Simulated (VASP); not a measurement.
Wanted: the native input for a VASP 6.6.1 run.

```yaml
Task: single point
Functional: PBE
Potentials_or_basis: VASP PAW PBE potentials, release 64 (B, As)
Cutoff: 500 eV
k_mesh: 3 × 3 × 4
Occupations: gaussian, width 0.2 eV
Spin: no spin polarisation
Dipole_correction: no
Further_INCAR_settings: ALGO = Normal; EDIFF = 1e-06; NBANDS = 27
```

The structure of B3As5 lies in POSCAR:

```
B3As5
1.0
    5.0873347744      0.0000000000      0.0000000000
    0.0000000000      5.0873347744      0.0000000000
    0.0000000000      0.0000000000      4.8709913252
B As
3 5
Direct
    0.0000000000      0.5000000000      0.5000000000
    0.5000000000      0.0000000000      0.5000000000
    0.5000000000      0.5000000000      0.5000000000
    0.0000000000      0.5000000000      0.0000000000
    0.5000000000      0.0000000000      0.0000000000
    0.5000000000      0.5000000000      0.0000000000
    0.0000000000      0.0000000000      0.0000000000
    0.0000000000      0.0000000000      0.5000000000
```

One way to write it, as run:

INCAR

```
PREC = Accurate ; ENCUT = 500
EDIFF = 1E-6 ; ISMEAR = 0
SIGMA = 0.2 ; LREAL = False
LASPH = True ; NELM = 120
ALGO = Normal ; ISIF = 2
LWAVE = False ; LCHARG = False
GGA = PE ; NBANDS = 27
GGA_COMPAT = False
```

KPOINTS

```
Automatic mesh
0
Gamma
  3 3 4
```

Potentials or basis: VASP PAW PBE potentials, release 64 (B, As).

Command:

```bash
$ cat potpaw_PBE.64/B/POTCAR potpaw_PBE.64/As/POTCAR > POTCAR
$ mpirun -np 1 vasp_std > vasp.out
```

It gave:

```yaml
Pressure: 0.2 GPa
Band_gap_on_the_k_mesh: zero (band 17 reaches 6.38 eV, above the bottom of band 18 at 5.15 eV)
```

Caveat: the k points lie up to 0.41 Å⁻¹ apart.

Wall time 18 s on 1 thread of Intel(R) Xeon(R) Platinum 8488C (Sapphire Rapids), with other jobs on the host, peak memory 0.22 GiB.
